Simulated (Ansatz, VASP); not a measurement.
Two plane-wave programs on MnS

File INCAR:

```
PREC     = Accurate       # precision mode
ENCUT    = 520            # plane-wave cutoff, eV
EDIFF    = 1E-7           # SCF threshold, eV
ISMEAR   = 0              # smearing method
SIGMA    = 0.1            # smearing width, eV
LREAL    = F              # projectors in reciprocal space
LASPH    = T              # aspherical terms in the spheres
NELM     = 150            # most SCF steps
ALGO     = Normal         # electronic algorithm
ISIF     = 2              # what is computed and relaxed
LWAVE    = F              # write WAVECAR
LCHARG   = T              # write CHGCAR
ISPIN    = 2              # spin polarisation
MAGMOM   = 4.63 0.14      # initial moments
LORBIT   = 11             # projections on sites
LMAXMIX  = 4              # l up to which the mixer works
GGA      = PE             # functional
LELF     = T              # ELF
LVHAR    = T            
NBANDS   = 20             # bands
```

Contents of KPOINTS:

```
regular mesh
0
Gamma
  14 14 14
```

Contents of POSCAR:

```
MnS
1.0
    0.0000000000      2.7348981808      2.7348981808
    2.7348981808      0.0000000000      2.7348981808
    2.7348981808      2.7348981808      0.0000000000
Mn S
1 1
Direct
    0.0000000000      0.0000000000      0.0000000000
    0.7500000000      0.7500000000      0.7500000000
```

Input for Ansatz:

```yaml
crystal:
  lattice:
    - [0.0, 2.7348981933, 2.7348981933]
    - [2.7348981933, 0.0, 2.7348981933]
    - [2.7348981933, 2.7348981933, 0.0]
  atoms:
    - { symbol: Mn, position: [0.0, 0.0, 0.0], spin: 4.63 }
    - { symbol: S, position: [0.25, 0.25, 0.25], spin: 0.14 }
basis:
  ecutwfc: 420
kpoints:
  mp_grid: { grid: [14, 14, 14] }
hamiltonian:
  xc: pbe
scf:
  occupations: { method: gaussian, width: 0.1 }
output:
  forces: true
  stress: true
  eigenvalues: true
  populations: true
  write_density: true
  write_potential: true
  elf: true
  volumetric_format: npy
magnetization:
  spin_polarized: true
```

Alike in both runs: task single point; functional PBE; k mesh 14 × 14 × 14; occupations gaussian, width 0.1 eV; collinear spin.

|  | VASP | Ansatz |
| --- | --- | --- |
| version | VASP 6.6.1 | Ansatz 0.2.0 |
| potentials or method | VASP PAW PBE potentials, release 64 (Mn_pv, S), cutoff 520 eV | scalar-relativistic, plane waves, PAW |
| valence electrons in the cell | 19 | 21 |

Ansatz gave:

- gap on the k mesh at the Fermi level (eV): none
- pressure (GPa): 3.8
- net moment per atom (μB): 2.34
- size of the moment on the site where the two differ most (μB): 3.95

Question: Estimate VASP's values.

Answer: gap on the k mesh at the Fermi level (eV): none; pressure (GPa): 3.9; net moment per atom (μB): 2.34; size of the moment on the site where the two differ most (μB): 4.16.

Site moments also hang on the region over which each program counts them. A gap of «none» marks a metal or a gap that the smearing closes. VASP's potentials hold 19 valence electrons a cell and Ansatz's 21, so a difference there can come from the potentials and not from the codes.
